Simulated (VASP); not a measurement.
A run of VASP 6.6.1:

INCAR

```
SYSTEM = Nb2H3
ALGO     = Fast           ! electronic algorithm
EDIFF    = 1E-6           ! SCF threshold, eV
EDIFFG   = -0.04          ! ionic threshold
ENCUT    = 600            ! plane-wave cutoff, eV
GGA      = PE             ! functional
IBRION   = 2              ! ionic algorithm
ISIF     = 3              ! what is computed and relaxed
ISMEAR   = 0              ! smearing method
LASPH    = .True.         ! aspherical terms in the spheres
LCHARG   = .False.        ! write CHGCAR
LREAL    = .False.        ! projectors in reciprocal space
LWAVE    = .False.        ! write WAVECAR
NELM     = 100            ! most SCF steps
NSW      = 90             ! ionic steps
PREC     = Accurate       ! precision mode
SIGMA    = 0.1            ! smearing width, eV
```

KPOINTS

```
k-points
0
Gamma
  4 4 6
  0 0 0
```

The input POSCAR:

```
Nb2H3
1.0
    5.8593597676      0.0000000000      0.0000000000
    0.0000000000      5.8593597676      0.0000000000
    0.0000000000      0.0000000000      3.1553018587
Nb H
4 6
Direct
    0.2274205796      0.2274205796      0.0000000000
    0.7725794204      0.7725794204      0.0000000000
    0.7725794204      0.2274205796      0.0000000000
    0.2274205796      0.7725794204      0.0000000000
    0.3350634338      0.3350634338      0.5000000000
    0.6649365662      0.6649365662      0.5000000000
    0.6649365662      0.3350634338      0.5000000000
    0.3350634338      0.6649365662      0.5000000000
    0.0000000000      0.5000000000      0.0000000000
    0.5000000000      0.0000000000      0.0000000000
```

Potentials or basis: VASP PAW PBE potentials, release 64 (Nb_sv, H).

Run with:

```bash
$ cat potpaw_PBE.64/Nb_sv/POTCAR potpaw_PBE.64/H/POTCAR > POTCAR
$ mpirun -np 1 vasp_std > vasp.out
```

Hardware: 1 thread of Oxide Virtual Turin-like Processor, with other jobs on the host.

**Question.** Estimate the wall time of this run.

**Answer.** Wall time 16 min on 1 thread of Oxide Virtual Turin-like Processor, on a shared host, peak memory 0.27 GiB. Counts: scf iterations 67, k points 24, ion steps 2.
